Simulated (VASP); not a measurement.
# BN (Pm) in VASP: single point with PBE

Aim: the single point of BN with PBE.

Program: VASP 6.6.1. These are calculated values, not measurements. Logs are shortened: lines on timing, memory, paths and dates and some standing lists are left out, and cuts for length are marked.

## (1) The cell of the first run

It takes space group Pm (No. 6, monoclinic). The conventional cell has a = 2.512 Å, b = 8.344 Å, c = 2.512 Å, α = 90.00°, β = 120.00°, γ = 90.00°. B (site symmetry m) has 3 N at 1.38 to 1.55 Å within 1.8 Å. B (site symmetry m) has 3 N at 1.45 Å within 1.9 Å. Within 1.9 Å of N (site symmetry m) lie 3 B at 1.45 Å. Within 1.8 Å of N (site symmetry m) lie 3 B at 1.38 to 1.55 Å.

## (2) Single point, PBE (atom 1 (B) moved +0.100 Å along Cartesian [1 1 0])

INCAR

```
  PREC = Accurate
  ENCUT = 520
  EDIFF = 1E-7
  ISMEAR = 0
  SIGMA = 0.05
  LREAL = False
  LASPH = True
  NELM = 80
  ALGO = Normal
  ISIF = 2
  LWAVE = False
  LCHARG = False
  GGA = PE
  NBANDS = 16
```

KPOINTS

```
Automatic mesh
0
Gamma
  12 12 4
```

POSCAR

```
BN
1.0
    2.5121751215      0.0000000000      0.0000000000
   -1.2560875608      2.1756074740      0.0000000000
    0.0000000000      0.0000000000      8.3436910039
B N
2 2
Direct
    0.3777313159      0.6991682456      0.2500000000
    0.6666666667      0.3333333333      0.7500000000
    0.3333333333      0.6666666667      0.7500000000
    0.6666666667      0.3333333333      0.2500000000
```

Potentials or basis: VASP PAW PBE potentials, release 64 (B, N).

Run with:

```
$ cat potpaw_PBE.64/B/POTCAR potpaw_PBE.64/N/POTCAR > POTCAR
$ mpirun -np 1 vasp_std > vasp.out
```

OUTCAR:

```text
PREC = Accurate
   ENCUT = 520
   EDIFF = 1E-7
   ISMEAR = 0
   LREAL = False
   LASPH = True
   NELM = 80
   ISIF = 2
   GGA = PE

 ion  position               nearest neighbor table
   1  0.378  0.699  0.250-   4 1.38   4 1.43   4 1.55
   2  0.667  0.333  0.750-   3 1.45   3 1.45   3 1.45
   3  0.333  0.667  0.750-   2 1.45   2 1.45   2 1.45
   4  0.667  0.333  0.250-   1 1.38   1 1.43   1 1.55

  LATTYP: Found a hexagonal cell.
 ALAT       =     2.5121751215
 C/A-ratio  =     3.3213015018

  Lattice vectors:

 A1 = (   2.5121751215,   0.0000000000,   0.0000000000)
 A2 = (  -1.2560875608,   2.1756074740,   0.0000000000)
 A3 = (   0.0000000000,   0.0000000000,   8.3436910039)

Analysis of symmetry for initial positions (statically):
=====================================================================
 Subroutine PRICEL returns:
 Original cell was already a primitive cell.

 Routine SETGRP: Setting up the symmetry group for a
 hexagonal supercell.

 Subroutine GETGRP returns: Found  2 space group operations
 (whereof  1 operations were pure point group operations)
 out of a pool of 24 trial point group operations.

The static configuration has the point symmetry C_1 .
 The point group associated with its full space group is C_1h.

Analysis of symmetry for dynamics (positions and initial velocities):
=====================================================================
 Subroutine PRICEL returns:
 Original cell was already a primitive cell.

 Routine SETGRP: Setting up the symmetry group for a
 hexagonal supercell.

 Subroutine GETGRP returns: Found  2 space group operations
 (whereof  1 operations were pure point group operations)
 out of a pool of 24 trial point group operations.

The dynamic configuration has the point symmetry C_1 .
 The point group associated with its full space group is C_1h.

 Subroutine INISYM returns: Found  2 space group operations
 (whereof  1 operations are pure point group operations),
 and found     1 'primitive' translations

----------------------------------------------------------------------------------------

                                     Primitive cell

  volume of cell :      45.6025

[... 83 lines left out ...]
   PREC   = accura    normal or accurate (medium, high low for compatibility)
   ISTART =      0    job   : 0-new  1-cont  2-samecut
   ICHARG =      2    charge: 1-file 2-atom 10-const
   ISPIN  =      1    spin polarized calculation?
   LNONCOLLINEAR =      F non collinear calculations
   LSORBIT =      F    spin-orbit coupling
   LASPH  =      T    aspherical Exc in radial PAW
   ENCUT  =  520.0 eV  38.22 Ry    6.18 a.u.   4.67  4.67 15.51*2*pi/ulx,y,z
   NELM   =     80;   NELMIN=  2; NELMDL= -5     # of ELM steps
   EDIFF  = 0.1E-06   stopping-criterion for ELM
   LREAL  =      F    real-space projection
   EDIFFG = 0.1E-05   stopping-criterion for IOM
   NSW    =      0    number of steps for IOM
   IBRION =     -1    ionic relax: 0-MD 1-quasi-New 2-CG
   NFREE  =      0    steps in history (QN), initial steepest desc. (CG)
   ISIF   =      2    stress and relaxation
   ISYM   =      2    0-nonsym 1-usesym 2-fastsym
   POTIM  = 0.5000    time-step for ionic-motion
   TEBEG  =    0.0;   TEEND  =   0.0 temperature during run
   PSTRESS=    0.0 pullay stress
   NELECT =      16.0000    total number of electrons
   NUPDOWN=      -1.0000    fix difference up-down
   EMIN   =  10.00;   EMAX   =-10.00  energy-range for DOS
   EFERMI =   0.00;   METHOD = LEGACY
   ISMEAR =     0;   SIGMA  =   0.05  broadening in eV -4-tet -1-fermi 0-gaus
   EFERMI_NEDOS =   21; number of points for ismear=-14 and -15
   IALGO  =     38    algorithm
   IMIX   =      4    mixing-type and parameters
     AMIX     =   0.40;   BMIX     =  1.00
     AMIX_MAG =   1.60;   BMIX_MAG =  1.00
  volume/ion in A,a.u.               =      11.40        76.94
  Fermi-wavevector in a.u.,A,eV,Ry     =   1.154654  2.181980 18.139645  1.333226
  Thomas-Fermi vector in A             =   2.291289
   LORBIT       =      0    0 simple, 1 ext, 2 COOP (PROOUT), +10 PAW based schemes
   GGA     = PE    functional components
   LHFCALC =     F    Hartree Fock is set to
   AEXX    =    0.0000 exact exchange contribution
   IVDW    =     0    specifies the selected vdW correction
   LEPSILON=     F    determine dielectric tensor
   LRPA    =     F    only Hartree local field effects (RPA)
 non-spin polarized calculation
 Gauss-broadening in eV      SIGMA  =   0.05
  energy-cutoff  :      520.00
  volume of cell :       45.60
 maximum number of plane-waves:      1267
   NGX =  9   NGY =  9   NGZ = 31

 number of electron      15.9999998 magnetization

 Free energy of the ion-electron system (eV)
  ---------------------------------------------------
  ext. energy  EPLUGINS =         0.00000000
  ---------------------------------------------------
  free energy    TOTEN  =       -35.01982208 eV

  energy without entropy =      -35.01982208  energy(sigma->0) =      -35.01982208

 E-fermi :   0.8340     XC(G=0):  -8.5776

 val. band max:        0.5962402318   @ k =   0.3333   0.3333   0.5000
 cond. band min:       4.8388574589   @ k =   0.0000   0.5000   0.0000
 fundamental gap:      4.2426172271
 Fermi energy:         0.8340104435

 k-point     1 :       0.0000    0.0000    0.0000
  band No.  band energies     occupation
      1     -17.0338      2.00000
      2     -16.9929      2.00000
      3      -4.8988      2.00000
      4      -4.2977      2.00000
      5      -1.8871      2.00000
      6      -0.7525      2.00000
[... 433 lines left out ...]
      3      -4.3732      2.00000
      4      -3.7024      2.00000
      5      -3.6396      2.00000
      6      -3.0896      2.00000
[... 8 lines left out ...]
     15      13.3086      0.00000
     16      14.2993      0.00000

 [... further k-points ...]
[... 5 lines left out ...]
  --------------------------------------------------------------------------------------
  -------------------------------------------------------------------------------------
  Total       -0.2620531      1.4913866     -0.0231038     -0.7116912      0.0000000      0.0000000
  in kB       -9.2068522     52.3976912     -0.8117185    -25.0042328      0.0000000      0.0000000
  external PRESSURE =      14.1263735 kB  Pullay stress =       0.0000000 kB

 VOLUME and BASIS-vectors are now :
 -----------------------------------------------------------------------------
  energy-cutoff  :      520.00
  volume of cell :       45.60
      direct lattice vectors                 reciprocal lattice vectors
     2.512175121  0.000000000  0.000000000     0.398061422  0.229820869  0.000000000
    -1.256087561  2.175607474  0.000000000     0.000000000  0.459641738  0.000000000
     0.000000000  0.000000000  8.343691004     0.000000000  0.000000000  0.119851035

 POSITION                                       TOTAL-FORCE (eV/Angst)
 -----------------------------------------------------------------------------------
      0.07071      1.52112      2.08592        -2.236821     -2.867144      0.000000
      1.25609      0.72520      6.25777        -0.000049     -0.000063      0.000000
     -0.00000      1.45040      6.25777         0.000308      0.000256      0.000000
      1.25609      0.72520      2.08592         2.236562      2.866952      0.000000
 -----------------------------------------------------------------------------------
    total drift:                               -0.000024     -0.000031      0.000000

  FREE ENERGIE OF THE ION-ELECTRON SYSTEM (eV)
  ---------------------------------------------------
  free  energy   TOTEN  =       -35.0198220843 eV

  energy  without entropy=      -35.0198220843  energy(sigma->0) =      -35.01982208
```

Wall time 65 s (1 thread of Intel Xeon 6975P-C (Granite Rapids), shared host); peak memory 0.26 GiB.

Results:

```yaml
Free_energy: -35.0198 eV
Pressure: 1.4 GPa
Largest_force: 3.636 eV/Å
Band_gap_on_the_k_mesh: 4.24 eV, indirect (least direct gap 4.59 eV)
```

Forces on the atoms (eV/Å):
```
B   -2.237 -2.867  0.000
B    0.000  0.000  0.000
N    0.000  0.000  0.000
N    2.237  2.867  0.000
```

Levels at points of the mesh, in eV from the valence-band top:
```tsv
k point	band 6	band 7	band 8	band 9	band 10	band 11
(0.00, 0.00, 0.00)	-1.35	-1.35	-0.19	4.40	7.76	9.73
(0.50, 0.00, 0.00)	-4.12	-1.31	-0.86	4.73	5.65	9.33
(0.00, 0.50, 0.00)	-3.64	-0.95	-0.62	4.24	4.87	9.41
(0.50, 0.50, 0.00)	-3.82	-0.99	-0.74	4.48	4.94	9.24
(0.00, 0.00, 0.50)	-1.35	-1.35	-0.19	5.68	5.69	9.98
(0.50, 0.00, 0.50)	-4.12	-1.27	-0.90	4.77	5.55	9.54
(0.00, 0.50, 0.50)	-3.64	-0.90	-0.67	4.29	4.77	9.63
(0.50, 0.50, 0.50)	-3.82	-0.90	-0.83	4.60	4.77	9.38
```

Caveat: the cell differs from its parent crystal (atom 1 (B) moved +0.100 Å along Cartesian [1 1 0]); this functional lacks dispersion, which binds the layers, so the pressure and a relaxed spacing across them are unreliable; forces of over 1 eV/Å act on the atoms, so gaps and moduli don't describe the material at rest.
